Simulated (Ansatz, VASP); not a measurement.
# Two plane-wave programs on Bi

```
Bi
1.0
     1.75680    1.01429    8.86913
    -1.75680    1.01429    8.86913
     0.00000   -2.02858    8.86913
Bi
3
Direct
  0.00000 0.00000 0.00000
  0.22103 0.22103 0.22103
  0.77897 0.77897 0.77897
```

Alike in both runs: functional PBE; k mesh 6 × 6 × 6; occupations gaussian, width 0.1 eV; no spin polarisation.

Ansatz relaxed the structure, and its values are those at the end. VASP's run is a single point on that final structure, the one shown.

|  | VASP | Ansatz |
| --- | --- | --- |
| version | VASP 6.6.1 | Ansatz 0.2.0 |
| potentials or method | VASP PAW PBE potentials, release 64 (Bi_d), cutoff 520 eV | scalar-relativistic, plane waves, PAW |
| valence electrons in the cell | 45 | 45 |

```csv
,VASP,Ansatz,Ansatz less VASP
gap on the k mesh at the Fermi level (eV),none,none,-
pressure (GPa),-0.3,-0.2,+0.06
rms of the force components (eV/Å),0.012,0.012,+0.0005
```

A gap of «none» marks a metal or a gap that the smearing closes. With one functional, cell and mesh, what is left measures potentials, basis and numerics.

Neither program's run includes spin-orbit coupling.
